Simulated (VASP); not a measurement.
CoSi: single point with PBE

The system is CoSi.

```
Co Si
1.0
     2.78133    0.00000    0.00000
     0.00000    2.78133    0.00000
     0.00000    0.00000    2.78133
Co Si
1 1
Direct
  0.00000 0.00000 0.00000
  0.50000 0.50000 0.50000
```

```yaml
Program: VASP 6.6.1
Task: single point
Functional: PBE
Potentials_or_basis: VASP PAW PBE potentials, release 64 (Co, Si)
Cutoff: 520 eV
k_mesh: 14 × 14 × 14
Occupations: fermi-dirac, width 0.03 eV
Spin: collinear spin, ferromagnetic start
Starting_moments: "[0.31, 0.0] μB"
Fixed_moment: 0.31 μB
```

```yaml
Pressure: -0.1 GPa
Net_moment: 0.31 μB per cell
Site_moments: Co +0.32; Si +0.00 μB
Valence_electrons_inside_the_program's_atomic_spheres: Co 8.61; Si 1.57
```

Run time: 41 s on 1 thread of Intel(R) Xeon(R) Platinum 8559C (Emerald Rapids), with other jobs on the host, peak memory 0.2 GiB.

Caveat: the total moment is fixed, so each spin has its own Fermi level.
